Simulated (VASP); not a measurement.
A run of VASP 6.6.1 is set up as follows.

INCAR

```
PREC = Accurate ; ENCUT = 750
EDIFF = 1E-6 ; ISMEAR = -1
SIGMA = 0.1 ; LREAL = False
LASPH = True ; NELM = 120
ALGO = Normal ; ISIF = 2
LWAVE = False ; LCHARG = False
GGA = PS ; NBANDS = 11
GGA_COMPAT = False
```

Contents of KPOINTS:

```
Automatic mesh
0
Gamma
  18 18 17
```

The input POSCAR:

```
Mg
1.0
    2.4122840751      0.0000000000      0.0000000000
   -1.2061420376      2.0890992902      0.0000000000
    0.0000000000      0.0000000000      2.2307027727
Mg
1
Direct
    0.0000000000      0.0000000000      0.0000000000
```

Potentials or basis: VASP PAW PBE potentials, release 64 (Mg_sv).

Launch:

```bash
$ cat potpaw_PBE.64/Mg_sv/POTCAR > POTCAR
$ mpirun -np 1 vasp_std > vasp.out
```

Problem. Estimate the band gap on the k mesh.

Solution. Zero (bands 5 and 6 overlap by 6.58 eV).

Problem. Estimate the pressure.

Solution. 98.7 GPa.

Stress tensor (GPa, compression positive):
```
98.75  0.00  0.00
 0.00 98.75  0.00
 0.00  0.00 98.55
```

Caveat: the cell stands under pressure; the PAW data sets were made with another functional, which shifts forces and pressure a little.
